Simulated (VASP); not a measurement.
# Cu (Fm-3m) in VASP: notebook

The runs below take Cu through single point, with r2SCAN.

Everything below comes from runs of VASP 6.6.1. Logs are shortened: lines on timing, memory, paths and dates and some standing lists are left out, and cuts for length are marked.

## Step 1: The cell of the first run

Symmetry: Fm-3m, No. 225, cubic system. The conventional cell has a = 3.504 Å, b = 3.504 Å, c = 3.504 Å, α = 90.00°, β = 90.00°, γ = 90.00°. Within 3.3 Å of Cu (site symmetry m-3m) lie 12 Cu at 2.48 Å.

## Step 2: Single point, r2SCAN (volume scaled by 0.94)

Contents of POSCAR:

```
Cu
1.0
    0.0000000000      1.7519308957      1.7519308957
    1.7519308957      0.0000000000      1.7519308957
    1.7519308957      1.7519308957      0.0000000000
Cu
1
Direct
    0.0000000000      0.0000000000      0.0000000000
```

Contents of INCAR.step1:

```
SYSTEM = Cu
  PREC = Accurate
  ENCUT = 520
  ISMEAR = 0
  SIGMA = 0.1
  LREAL = .FALSE.
  LASPH = .TRUE.
  NELM = 80
  NBANDS = 12
  GGA = PE
  ALGO = Normal
  EDIFF = 1E-4
  LWAVE = .TRUE.
  LCHARG = .FALSE.
```

Contents of INCAR.step2:

```
SYSTEM = Cu
  PREC = Accurate
  ENCUT = 520
  EDIFF = 1E-7
  ISMEAR = 0
  SIGMA = 0.1
  LREAL = .FALSE.
  LASPH = .TRUE.
  NELM = 80
  ALGO = Normal
  ISIF = 2
  LWAVE = .FALSE.
  LCHARG = .TRUE.
  METAGGA = R2SCAN
  LMIXTAU = .TRUE.
  LELF = .TRUE.
  LVHAR = .TRUE.
  NBANDS = 12
  ISTART = 1
```

Contents of KPOINTS:

```
Automatic mesh
0
G
  20 20 20
  0 0 0
```

Potentials or basis: VASP PAW PBE potentials, release 64 (Cu).

Started as:

```console
> cat potpaw_PBE.64/Cu/POTCAR > POTCAR
> cp INCAR.step1 INCAR
> mpirun -np 1 vasp_std > vasp.out
> cp INCAR.step2 INCAR
> mpirun -np 1 vasp_std > vasp.out
```

OUTCAR:

```text
SYSTEM = Cu
   PREC = Accurate
   ENCUT = 520
   EDIFF = 1E-7
   ISMEAR = 0
   LREAL = .FALSE.
   LASPH = .TRUE.
   NELM = 80
   ISIF = 2
   METAGGA = R2SCAN
   ISTART = 1

 ion  position               nearest neighbor table
   1  0.000  0.000  0.000-

  LATTYP: Found a face centered cubic cell.
 ALAT       =     3.5038617914

  Lattice vectors:

 A1 = (   0.0000000000,   1.7519308957,   1.7519308957)
 A2 = (   1.7519308957,   0.0000000000,   1.7519308957)
 A3 = (   1.7519308957,   1.7519308957,   0.0000000000)

Analysis of symmetry for initial positions (statically):
=====================================================================
 Subroutine PRICEL returns:
 Original cell was already a primitive cell.

 Routine SETGRP: Setting up the symmetry group for a
 face centered cubic supercell.

 Subroutine GETGRP returns: Found 48 space group operations
 (whereof 48 operations were pure point group operations)
 out of a pool of 48 trial point group operations.

The static configuration has the point symmetry O_h .

Analysis of symmetry for dynamics (positions and initial velocities):
=====================================================================
 Subroutine PRICEL returns:
 Original cell was already a primitive cell.

 Routine SETGRP: Setting up the symmetry group for a
 face centered cubic supercell.

 Subroutine GETGRP returns: Found 48 space group operations
 (whereof 48 operations were pure point group operations)
 out of a pool of 48 trial point group operations.

The dynamic configuration has the point symmetry O_h .

 Subroutine INISYM returns: Found 48 space group operations
 (whereof 48 operations are pure point group operations),
 and found     1 'primitive' translations

----------------------------------------------------------------------------------------

                                     Primitive cell

  volume of cell :      10.7543

  direct lattice vectors                    reciprocal lattice vectors
     0.000000000  1.751930896  1.751930896    -0.285399385  0.285399385  0.285399385
     1.751930896  0.000000000  1.751930896     0.285399385 -0.285399385  0.285399385
     1.751930896  1.751930896  0.000000000     0.285399385  0.285399385 -0.285399385

  length of vectors
     2.477604433  2.477604433  2.477604433     0.494326235  0.494326235  0.494326235

  position of ions in fractional coordinates (direct lattice)
     0.000000000  0.000000000  0.000000000

  ion indices of the primitive-cell ions
   primitive index   ion index
                 1           1

----------------------------------------------------------------------------------------

 KPOINTS: Automatic mesh

Automatic generation of k-mesh.
 Grid dimensions read from file:
 generate k-points for:   20   20   20

 Generating k-lattice:

  Cartesian coordinates                     Fractional coordinates (reciprocal lattice)
    -0.014269969  0.014269969  0.014269969     0.050000000  0.000000000  0.000000000
     0.014269969 -0.014269969  0.014269969     0.000000000  0.050000000  0.000000000
     0.014269969  0.014269969 -0.014269969     0.000000000  0.000000000  0.050000000

  Length of vectors
     0.024716312  0.024716312  0.024716312

  Shift w.r.t. Gamma in fractional coordinates (k-lattice)
     0.000000000  0.000000000  0.000000000

 Subroutine IBZKPT returns following result:
 ===========================================

 Found    256 irreducible k-points:

 Following reciprocal coordinates:
            Coordinates               Weight
  0.000000  0.000000  0.000000      1.000000
  0.050000  0.000000  0.000000      8.000000
  0.100000  0.000000  0.000000      8.000000
  0.150000  0.000000  0.000000      8.000000
  0.200000  0.000000  0.000000      8.000000
  0.250000  0.000000  0.000000      8.000000
[... 16 lines left out ...]
 -0.400000  0.050000  0.000000     24.000000
 -0.350000  0.050000  0.000000     24.000000
 [... further k-points ...]
   k-points           NKPTS =    256   k-points in BZ     NKDIM =    256   number of bands    NBANDS=     12
   number of dos      NEDOS =    301   number of ions     NIONS =      1
   total plane-waves  NPLWV =   5832
   dimension x,y,z NGX =    18 NGY =   18 NGZ =   18
   dimension x,y,z NGXF=    36 NGYF=   36 NGZF=   36
   ions per type =               1
   NGX,Y,Z   is equivalent  to a cutoff of  12.08, 12.08, 12.08 a.u.
   NGXF,Y,Z  is equivalent  to a cutoff of  24.16, 24.16, 24.16 a.u.
 SYSTEM =  Cu
   PREC   = accura    normal or accurate (medium, high low for compatibility)
   ISTART =      1    job   : 0-new  1-cont  2-samecut
   ICHARG =      0    charge: 1-file 2-atom 10-const
   ISPIN  =      1    spin polarized calculation?
   LNONCOLLINEAR =      F non collinear calculations
   LSORBIT =      F    spin-orbit coupling
   LASPH  =      T    aspherical Exc in radial PAW
   ENCUT  =  520.0 eV  38.22 Ry    6.18 a.u.   4.61  4.61  4.61*2*pi/ulx,y,z
   NELM   =     80;   NELMIN=  2; NELMDL=  0     # of ELM steps
   EDIFF  = 0.1E-06   stopping-criterion for ELM
   LREAL  =      F    real-space projection
   EDIFFG = 0.1E-05   stopping-criterion for IOM
   NSW    =      0    number of steps for IOM
   IBRION =     -1    ionic relax: 0-MD 1-quasi-New 2-CG
   NFREE  =      0    steps in history (QN), initial steepest desc. (CG)
   ISIF   =      2    stress and relaxation
   ISYM   =      2    0-nonsym 1-usesym 2-fastsym
   POTIM  = 0.5000    time-step for ionic-motion
   TEBEG  =    0.0;   TEEND  =   0.0 temperature during run
   PSTRESS=    0.0 pullay stress
   NELECT =      11.0000    total number of electrons
   NUPDOWN=      -1.0000    fix difference up-down
   EMIN   =  10.00;   EMAX   =-10.00  energy-range for DOS
   EFERMI =   0.00;   METHOD = LEGACY
   ISMEAR =     0;   SIGMA  =   0.10  broadening in eV -4-tet -1-fermi 0-gaus
   EFERMI_NEDOS =   21; number of points for ismear=-14 and -15
   IALGO  =     38    algorithm
   IMIX   =      4    mixing-type and parameters
     AMIX     =   0.40;   BMIX     =  1.00
     AMIX_MAG =   1.60;   BMIX_MAG =  1.00
  volume/ion in A,a.u.               =      10.75        72.57
  Fermi-wavevector in a.u.,A,eV,Ry     =   1.649474  3.117054 37.018239  2.720764
  Thomas-Fermi vector in A             =   2.738587
   LORBIT       =      0    0 simple, 1 ext, 2 COOP (PROOUT), +10 PAW based schemes
   METAGGA = R2SCAN    functional components
   LHFCALC =     F    Hartree Fock is set to
   AEXX    =    0.0000 exact exchange contribution
   IVDW    =     0    specifies the selected vdW correction
   LEPSILON=     F    determine dielectric tensor
   LRPA    =     F    only Hartree local field effects (RPA)
 non-spin polarized calculation
 Gauss-broadening in eV      SIGMA  =   0.10
  energy-cutoff  :      520.00
  volume of cell :       10.75
 maximum number of plane-waves:       303
   NGX =  9   NGY =  9   NGZ =  9

 number of electron      10.9999992 magnetization

 Free energy of the ion-electron system (eV)
  ---------------------------------------------------
  ext. energy  EPLUGINS =         0.00000000
  ---------------------------------------------------
  free energy    TOTEN  =       -10.80071102 eV

  energy without entropy =      -10.79955484  energy(sigma->0) =      -10.80013293

 E-fermi :   8.5894     XC(G=0): -14.3864

 val. band max:        8.5664198512   @ k =  -0.4500   0.1000   0.0000
 cond. band min:       8.6044139441   @ k =   0.5000   0.2500   0.1000
 fundamental gap:      0.0379940929
 Fermi energy:         8.5893538419

 k-point     1 :       0.0000    0.0000    0.0000
  band No.  band energies     occupation
      1      -1.8244      2.00000
      2       5.1607      2.00000
      3       5.1608      2.00000
      4       5.1608      2.00000
      5       6.1065      2.00000
      6       6.1065      2.00000
      7      32.7635      0.00000
      8      36.5574      0.00000
      9      36.5574      0.00000
     10      36.5576      0.00000
     11      39.0649      0.00000
     12      39.0649      0.00000

 k-point     2 :       0.0500    0.0000    0.0000
  band No.  band energies     occupation
      1      -1.7230      2.00000
      2       5.1369      2.00000
      3       5.1811      2.00000
      4       5.1812      2.00000
      5       6.0981      2.00000
      6       6.0981      2.00000
      7      32.3542      0.00000
      8      35.0763      0.00000
      9      36.2161      0.00000
     10      36.2162      0.00000
     11      39.5375      0.00000
     12      39.5375      0.00000

 k-point     3 :       0.1000    0.0000    0.0000
  band No.  band energies     occupation
      1      -1.4219      2.00000
      2       5.0706      2.00000
      3       5.2356      2.00000
      4       5.2357      2.00000
      5       6.0791      2.00000
      6       6.0791      2.00000
      7      30.5419      0.00000
      8      33.9780      0.00000
      9      35.5713      0.00000
     10      35.5714      0.00000
     11      40.5279      0.00000
     12      40.5280      0.00000

 k-point     4 :       0.1500    0.0000    0.0000
  band No.  band energies     occupation
      1      -0.9308      2.00000
      2       4.9782      2.00000
      3       5.3022      2.00000
      4       5.3023      2.00000
      5       6.0704      2.00000
      6       6.0705      2.00000
      7      27.8799      0.00000
      8      33.5901      0.00000
      9      34.9385      0.00000
     10      34.9386      0.00000
     11      40.9550      0.00000
     12      41.4056      0.00000

 k-point     5 :       0.2000    0.0000    0.0000
  band No.  band energies     occupation
      1      -0.2703      2.00000
      2       4.8879      2.00000
      3       5.3443      2.00000
      4       5.3445      2.00000
      5       6.1057      2.00000
      6       6.1059      2.00000
      7      25.1168      0.00000
      8      33.2420      0.00000
      9      34.3995      0.00000
     10      34.3996      0.00000
     11      41.0141      0.00000
     12      41.0985      0.00000
[... 228 lines left out ...]
      1       2.8517      2.00000
      2       5.0658      2.00000
      3       5.1411      2.00000
      4       6.3236      2.00000
      5       6.7862      2.00000
      6       7.7565      2.00000
      7      13.1964      0.00000
      8      30.5766      0.00000
      9      32.3862      0.00000
     10      32.5389      0.00000
     11      37.1128      0.00000
     12      37.2598      0.00000

 k-point    22 :      -0.4500    0.0500    0.0000
  band No.  band energies     occupation
      1       2.8349      2.00000
      2       5.0756      2.00000
      3       5.1415      2.00000
      4       6.2968      2.00000
      5       6.7429      2.00000
      6       7.6433      2.00000
      7      13.4371      0.00000
      8      30.4053      0.00000
      9      32.3883      0.00000
     10      32.9557      0.00000
     11      36.6792      0.00000
     12      37.5575      0.00000

 k-point    23 :      -0.4000    0.0500    0.0000
  band No.  band energies     occupation
      1       2.6931      2.00000
      2       5.1143      2.00000
      3       5.1701      2.00000
      4       5.9329      2.00000
      5       6.6380      2.00000
      6       7.1417      2.00000
      7      14.8397      0.00000
      8      30.3098      0.00000
      9      32.5109      0.00000
     10      33.6978      0.00000
     11      36.4533      0.00000
     12      37.9872      0.00000

 k-point    24 :      -0.3500    0.0500    0.0000
  band No.  band energies     occupation
      1       2.3335      2.00000
      2       5.1754      2.00000
      3       5.2229      2.00000
      4       5.3456      2.00000
      5       6.4855      2.00000
      6       6.8121      2.00000
      7      16.8265      0.00000
      8      30.3174      0.00000
      9      32.8612      0.00000
     10      34.5275      0.00000
     11      36.5060      0.00000
     12      38.4954      0.00000

 [... further k-points ...]
[... 5 lines left out ...]
  --------------------------------------------------------------------------------------
  -------------------------------------------------------------------------------------
  Total        0.8393818      0.8393818      0.8393818     -0.0000000     -0.0000000     -0.0000000
  in kB      125.0515867    125.0515867    125.0515867     -0.0000000     -0.0000000     -0.0000000
  external PRESSURE =     125.0515867 kB  Pullay stress =       0.0000000 kB

 VOLUME and BASIS-vectors are now :
 -----------------------------------------------------------------------------
  energy-cutoff  :      520.00
  volume of cell :       10.75
      direct lattice vectors                 reciprocal lattice vectors
     0.000000000  1.751930896  1.751930896    -0.285399385  0.285399385  0.285399385
     1.751930896  0.000000000  1.751930896     0.285399385 -0.285399385  0.285399385
     1.751930896  1.751930896  0.000000000     0.285399385  0.285399385 -0.285399385

 POSITION                                       TOTAL-FORCE (eV/Angst)
 -----------------------------------------------------------------------------------
      0.00000      0.00000      0.00000        -0.000000      0.000000     -0.000000
 -----------------------------------------------------------------------------------
    total drift:                               -0.000000     -0.000000      0.000000

  FREE ENERGIE OF THE ION-ELECTRON SYSTEM (eV)
  ---------------------------------------------------
  free  energy   TOTEN  =       -10.8007110199 eV

  energy  without entropy=      -10.7995548449  energy(sigma->0) =      -10.80013293
```

Run time: 48 s. Hardware: 1 thread of Intel Xeon 6975P-C (Granite Rapids), shared host; peak memory 0.14 GiB.

Results:

```
Free energy : -10.8007 eV
Pressure    : 12.5 GPa
```

Caveat: the PAW data sets were made with another functional, which shifts forces and pressure a little.

[end of part 1 of 2]
